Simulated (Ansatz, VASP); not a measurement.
## One calculation of WS2, two programs

```
CELL_PARAMETERS angstrom
2.89007 0.00000 0.00000
-1.44504 2.50288 0.00000
0.00000 0.00000 14.46031
ATOMIC_POSITIONS crystal
W 0.33333 0.66667 0.25000
W 0.66667 0.33333 0.75000
S 0.33333 0.66667 0.62029
S 0.66667 0.33333 0.12029
S 0.33333 0.66667 0.87971
S 0.66667 0.33333 0.37971
```

Alike in both runs: task single point; functional PBE; dispersion D3(BJ); k mesh 12 × 12 × 4; occupations gaussian, width 0.05 eV; no spin polarisation.

```csv
,VASP,Ansatz
version,VASP 6.6.1,Ansatz 0.2.0
potentials or method,"VASP PAW PBE potentials, release 64 (W_sv, S), cutoff 520 eV","scalar-relativistic, plane waves, PAW"
valence electrons in the cell,52,52
```

|  | VASP | Ansatz | Ansatz less VASP |
| --- | --- | --- | --- |
| gap on the k mesh at the Fermi level (eV) | none | none | - |
| pressure (GPa) | 0.3 | 0.3 | -0.02 |
| traceless stress, the component that is largest in VASP (GPa) | -37.37 | -37.27 | +0.105 |
| rms of the force components (eV/Å) | 1.388 | 1.389 | +0.0012 |

Atom by atom the forces differ by 0.001 eV/Å (rms over components). A gap of «none» marks a metal or a gap that the smearing closes.

Spin-orbit coupling is off throughout.
